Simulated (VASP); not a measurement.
# InSe (R3m) in VASP: single point with PBE

Aim: the single point of InSe with PBE.

Everything below comes from runs of VASP 6.6.1. Logs are shortened: lines on timing, memory, paths and dates and some standing lists are left out, and cuts for length are marked.

## Step 1: The cell of the first run

It takes space group R3m (No. 160, trigonal). The conventional cell has a = 4.000 Å, b = 4.000 Å, c = 24.950 Å, α = 90.00°, β = 90.00°, γ = 120.00°. Within 3.5 Å of In (site symmetry 3m) lie 3 Se at 2.64 Å and 1 In at 2.80 Å. Within 3.5 Å of In (site symmetry 3m) lie 3 Se at 2.64 Å and 1 In at 2.80 Å. Se (site symmetry 3m) has 3 In at 2.64 Å within 3.5 Å. Se (site symmetry 3m) has 3 In at 2.64 Å within 3.5 Å.

## Step 2: Single point, PBE

The input, INCAR:

```
SYSTEM = InSe
ALGO = Normal
EDIFF = 1E-6
ENCUT = 520
GGA = PE
ISIF = 2
ISMEAR = 0
LASPH = .TRUE.
LCHARG = .FALSE.
LREAL = .FALSE.
LWAVE = .FALSE.
NBANDS = 27
NELM = 80
PREC = Accurate
SIGMA = 0.1
```

The input, KPOINTS:

```
k-points
0
G
  6 6 6
  0 0 0
```

The input, POSCAR:

```
InSe
1.0
    1.9999996503      1.1547003365      8.3166700000
   -1.9999996503      1.1547003365      8.3166700000
    0.0000000000     -2.3094006730      8.3166700000
In Se
2 2
Direct
    0.0000000000      0.0000000000      0.0000000000
    0.1122000000      0.1122000000      0.1122000000
    0.6155000000      0.6155000000      0.6155000000
    0.8300000000      0.8300000000      0.8300000000
```

Potentials or basis: VASP PAW PBE potentials, release 64 (In_d, Se).

Run with:

```console
$ cat potpaw_PBE.64/In_d/POTCAR potpaw_PBE.64/Se/POTCAR > POTCAR
$ mpirun -np 1 vasp_std > vasp.out
```

OUTCAR:

```text
SYSTEM = InSe
   EDIFF = 1E-6
   ENCUT = 520
   GGA = PE
   ISIF = 2
   ISMEAR = 0
   LASPH = .TRUE.
   LREAL = .FALSE.
   NELM = 80
   PREC = Accurate

 ion  position               nearest neighbor table
   1  0.000  0.000  0.000-   3 2.64   3 2.64   3 2.64   2 2.80
   2  0.112  0.112  0.112-   4 2.64   4 2.64   4 2.64   1 2.80
   3  0.615  0.615  0.615-   1 2.64   1 2.64   1 2.64
   4  0.830  0.830  0.830-   2 2.64   2 2.64   2 2.64

  LATTYP: Found a trigonal (rhomboedric) cell.
 ALAT       =     8.6313574458
 COS(alpha) =     0.8926179648

  Lattice vectors:

 A1 = (   1.9999996503,   1.1547003365,   8.3166700000)
 A2 = (  -1.9999996503,   1.1547003365,   8.3166700000)
 A3 = (   0.0000000000,  -2.3094006730,   8.3166700000)

Analysis of symmetry for initial positions (statically):
=====================================================================
 Subroutine PRICEL returns:
 Original cell was already a primitive cell.

 Routine SETGRP: Setting up the symmetry group for a
 trigonal (rhombohedral) supercell.

 Subroutine GETGRP returns: Found  6 space group operations
 (whereof  6 operations were pure point group operations)
 out of a pool of 12 trial point group operations.

The static configuration has the point symmetry C_3v.

Analysis of symmetry for dynamics (positions and initial velocities):
=====================================================================
 Subroutine PRICEL returns:
 Original cell was already a primitive cell.

 Routine SETGRP: Setting up the symmetry group for a
 trigonal (rhombohedral) supercell.

 Subroutine GETGRP returns: Found  6 space group operations
 (whereof  6 operations were pure point group operations)
 out of a pool of 12 trial point group operations.

The dynamic configuration has the point symmetry C_3v.

 Subroutine INISYM returns: Found  6 space group operations
 (whereof  6 operations are pure point group operations),
 and found     1 'primitive' translations

----------------------------------------------------------------------------------------

                                     Primitive cell

  volume of cell :     115.2391

  direct lattice vectors                    reciprocal lattice vectors
     1.999999650  1.154700336  8.316670000     0.250000044  0.144337593  0.040080144
    -1.999999650  1.154700336  8.316670000    -0.250000044  0.144337593  0.040080144
     0.000000000 -2.309400673  8.316670000     0.000000000 -0.288675185  0.040080144

  length of vectors
     8.631357446  8.631357446  8.631357446     0.291444301  0.291444301  0.291444301

  position of ions in fractional coordinates (direct lattice)
     0.000000000  0.000000000  0.000000000
     0.112200000  0.112200000  0.112200000
     0.615500000  0.615500000  0.615500000
     0.830000000  0.830000000  0.830000000

  ion indices of the primitive-cell ions
   primitive index   ion index
                 1           1
                 2           2
                 3           3
                 4           4

----------------------------------------------------------------------------------------

 KPOINTS: k-points

Automatic generation of k-mesh.
 Grid dimensions read from file:
 generate k-points for:    6    6    6

 Generating k-lattice:

  Cartesian coordinates                     Fractional coordinates (reciprocal lattice)
     0.041666674  0.024056265  0.006680024     0.166666667  0.000000000  0.000000000
    -0.041666674  0.024056265  0.006680024     0.000000000  0.166666667  0.000000000
     0.000000000 -0.048112531  0.006680024     0.000000000  0.000000000  0.166666667

  Length of vectors
     0.048574050  0.048574050  0.048574050

  Shift w.r.t. Gamma in fractional coordinates (k-lattice)
     0.000000000  0.000000000  0.000000000

 Subroutine IBZKPT returns following result:
 ===========================================

 Found     32 irreducible k-points:

 Following reciprocal coordinates:
            Coordinates               Weight
  0.000000  0.000000  0.000000      1.000000
  0.166667  0.000000  0.000000      6.000000
  0.333333 -0.000000  0.000000      6.000000
  0.500000  0.000000  0.000000      3.000000
  0.166667  0.166667  0.000000      6.000000
  0.333333  0.166667  0.000000     12.000000
[... 16 lines left out ...]
  0.500000  0.500000  0.166667      6.000000
 -0.333333  0.500000  0.166667     12.000000
 [... further k-points ...]
   k-points           NKPTS =     32   k-points in BZ     NKDIM =     32   number of bands    NBANDS=     27
   number of dos      NEDOS =    301   number of ions     NIONS =      4
   total plane-waves  NPLWV = 262144
   dimension x,y,z NGX =    64 NGY =   64 NGZ =   64
   dimension x,y,z NGXF=   128 NGYF=  128 NGZF=  128
   ions per type =               2   2
   NGX,Y,Z   is equivalent  to a cutoff of  12.33, 12.33, 12.33 a.u.
   NGXF,Y,Z  is equivalent  to a cutoff of  24.65, 24.65, 24.65 a.u.
 SYSTEM =  InSe
   PREC   = accura    normal or accurate (medium, high low for compatibility)
   ISTART =      0    job   : 0-new  1-cont  2-samecut
   ICHARG =      2    charge: 1-file 2-atom 10-const
   ISPIN  =      1    spin polarized calculation?
   LNONCOLLINEAR =      F non collinear calculations
   LSORBIT =      F    spin-orbit coupling
   LASPH  =      T    aspherical Exc in radial PAW
   ENCUT  =  520.0 eV  38.22 Ry    6.18 a.u.  16.05 16.05 16.05*2*pi/ulx,y,z
   NELM   =     80;   NELMIN=  2; NELMDL= -5     # of ELM steps
   EDIFF  = 0.1E-05   stopping-criterion for ELM
   LREAL  =      F    real-space projection
   EDIFFG = 0.1E-04   stopping-criterion for IOM
   NSW    =      0    number of steps for IOM
   IBRION =     -1    ionic relax: 0-MD 1-quasi-New 2-CG
   NFREE  =      0    steps in history (QN), initial steepest desc. (CG)
   ISIF   =      2    stress and relaxation
   ISYM   =      2    0-nonsym 1-usesym 2-fastsym
   POTIM  = 0.5000    time-step for ionic-motion
   TEBEG  =    0.0;   TEEND  =   0.0 temperature during run
   PSTRESS=    0.0 pullay stress
   NELECT =      38.0000    total number of electrons
   NUPDOWN=      -1.0000    fix difference up-down
   EMIN   =  10.00;   EMAX   =-10.00  energy-range for DOS
   EFERMI =   0.00;   METHOD = LEGACY
   ISMEAR =     0;   SIGMA  =   0.10  broadening in eV -4-tet -1-fermi 0-gaus
   EFERMI_NEDOS =   21; number of points for ismear=-14 and -15
   IALGO  =     38    algorithm
   IMIX   =      4    mixing-type and parameters
     AMIX     =   0.40;   BMIX     =  1.00
     AMIX_MAG =   1.60;   BMIX_MAG =  1.00
  volume/ion in A,a.u.               =      28.81       194.42
  Fermi-wavevector in a.u.,A,eV,Ry     =   1.131018  2.137313 17.404585  1.279201
  Thomas-Fermi vector in A             =   2.267716
   LORBIT       =      0    0 simple, 1 ext, 2 COOP (PROOUT), +10 PAW based schemes
   GGA     = PE    functional components
   LHFCALC =     F    Hartree Fock is set to
   AEXX    =    0.0000 exact exchange contribution
   IVDW    =     0    specifies the selected vdW correction
   LEPSILON=     F    determine dielectric tensor
   LRPA    =     F    only Hartree local field effects (RPA)
 non-spin polarized calculation
 Gauss-broadening in eV      SIGMA  =   0.10
  energy-cutoff  :      520.00
  volume of cell :      115.24
 maximum number of plane-waves:      3139
   NGX = 33   NGY = 33   NGZ = 33

 number of electron      37.9999996 magnetization

 Free energy of the ion-electron system (eV)
  ---------------------------------------------------
  ext. energy  EPLUGINS =         0.00000000
  ---------------------------------------------------
  free energy    TOTEN  =       -14.11797976 eV

  energy without entropy =      -14.11796557  energy(sigma->0) =      -14.11797267

 E-fermi :   4.4786     XC(G=0):  -8.9860

 val. band max:        4.2887188016   @ k =   0.5000   0.5000   0.5000
 cond. band min:       4.6684909852   @ k =   0.5000   0.5000   0.5000
 fundamental gap:      0.3797721835
 Fermi energy:         4.4786049091

 k-point     1 :       0.0000    0.0000    0.0000
  band No.  band energies     occupation
      1     -10.5596      2.00000
      2     -10.3791      2.00000
      3     -10.3791      2.00000
      4     -10.3000      2.00000
      5     -10.3000      2.00000
      6     -10.2836      2.00000
[... 19 lines left out ...]
     26       9.7258      0.00000
     27      11.8619      0.00000

 k-point     2 :       0.1667    0.0000    0.0000
  band No.  band energies     occupation
      1     -10.5705      2.00000
      2     -10.4656      2.00000
      3     -10.4026      2.00000
      4     -10.3745      2.00000
      5     -10.2907      2.00000
      6     -10.2807      2.00000
[... 19 lines left out ...]
     26      10.2872      0.00000
     27      11.1322      0.00000

 k-point     3 :       0.3333   -0.0000    0.0000
  band No.  band energies     occupation
      1     -10.6633      2.00000
      2     -10.5476      2.00000
      3     -10.4982      2.00000
      4     -10.3726      2.00000
      5     -10.3050      2.00000
      6     -10.2425      2.00000
[... 19 lines left out ...]
     26      10.9281      0.00000
     27      11.4819      0.00000

 k-point     4 :       0.5000    0.0000    0.0000
  band No.  band energies     occupation
      1     -10.7138      2.00000
      2     -10.6050      2.00000
      3     -10.4944      2.00000
      4     -10.3738      2.00000
      5     -10.3120      2.00000
      6     -10.2240      2.00000
[... 19 lines left out ...]
     26      10.6857      0.00000
     27      11.1775      0.00000
[... 516 lines left out ...]
      4     -10.3854      2.00000
      5     -10.2984      2.00000
      6     -10.2360      2.00000
[... 19 lines left out ...]
     26      11.3969      0.00000
     27      11.9909      0.00000

 k-point    23 :       0.5000    0.5000    0.1667
  band No.  band energies     occupation
      1     -10.6521      2.00000
      2     -10.5617      2.00000
      3     -10.4956      2.00000
      4     -10.3732      2.00000
      5     -10.3049      2.00000
      6     -10.2423      2.00000
[... 19 lines left out ...]
     26      11.2371      0.00000
     27      11.6132      0.00000

 k-point    24 :      -0.3333    0.5000    0.1667
  band No.  band energies     occupation
      1     -10.6926      2.00000
      2     -10.6073      2.00000
      3     -10.4936      2.00000
      4     -10.3856      2.00000
      5     -10.2984      2.00000
      6     -10.2360      2.00000
[... 19 lines left out ...]
     26      11.4261      0.00000
     27      11.8744      0.00000

 [... further k-points ...]
[... 5 lines left out ...]
  --------------------------------------------------------------------------------------
  -------------------------------------------------------------------------------------
  Total        2.3021219      2.3021219      1.7777147      0.0000000      0.0000000      0.0000000
  in kB       32.0065578     32.0065578     24.7156890      0.0000000      0.0000000      0.0000000
  external PRESSURE =      29.5762682 kB  Pullay stress =       0.0000000 kB

 VOLUME and BASIS-vectors are now :
 -----------------------------------------------------------------------------
  energy-cutoff  :      520.00
  volume of cell :      115.24
      direct lattice vectors                 reciprocal lattice vectors
     1.999999650  1.154700336  8.316670000     0.250000044  0.144337593  0.040080144
    -1.999999650  1.154700336  8.316670000    -0.250000044  0.144337593  0.040080144
     0.000000000 -2.309400673  8.316670000     0.000000000 -0.288675185  0.040080144

 POSITION                                       TOTAL-FORCE (eV/Angst)
 -----------------------------------------------------------------------------------
      0.00000      0.00000      0.00000         0.000000      0.000000      0.231401
      0.00000      0.00000      2.79939         0.000000      0.000000     -0.227505
      0.00000      0.00000     15.35673         0.000000     -0.000000     -0.180918
      0.00000      0.00000     20.70851         0.000000      0.000000      0.177022
 -----------------------------------------------------------------------------------
    total drift:                               -0.000000     -0.000000     -0.000278

  FREE ENERGIE OF THE ION-ELECTRON SYSTEM (eV)
  ---------------------------------------------------
  free  energy   TOTEN  =       -14.1179797648 eV

  energy  without entropy=      -14.1179655717  energy(sigma->0) =      -14.11797267
```

Wall time 7 min (1 thread of AMD EPYC 7R43 (Zen 3), shared host); peak memory 0.52 GiB.

Results:

| Quantity | Value |
| --- | --- |
| Free energy | -14.1180 eV |
| Pressure | 3.0 GPa |
| Largest force | 0.231 eV/Å |
| Band gap on the k mesh | 0.38 eV |

Forces in eV/Å, atoms in the order of the input:
```
In   0.000  0.000  0.231
In   0.000  0.000 -0.228
Se   0.000  0.000 -0.181
Se   0.000  0.000  0.177
```

Levels at points of the mesh, in eV from the valence-band top:
| k point | band 16 | band 17 | band 18 | band 19 | band 20 | band 21 | band 22 | band 23 |
| --- | --- | --- | --- | --- | --- | --- | --- | --- |
| (0.00, 0.00, 0.00) | -1.37 | -1.37 | -1.24 | -1.24 | 1.74 | 2.07 | 4.33 | 4.33 |
| (0.50, 0.00, 0.00) | -2.47 | -2.41 | -2.25 | -1.70 | 1.12 | 1.96 | 3.63 | 3.97 |
| (0.50, 0.50, 0.00) | -2.73 | -2.57 | -2.06 | -1.54 | 1.10 | 1.97 | 3.27 | 3.53 |
| (0.50, 0.50, 0.50) | -1.44 | -1.16 | -1.16 | 0.00 | 0.38 | 2.14 | 4.24 | 4.24 |

Caveat: spin-orbit coupling is left out, which moves the levels of the heavy elements.
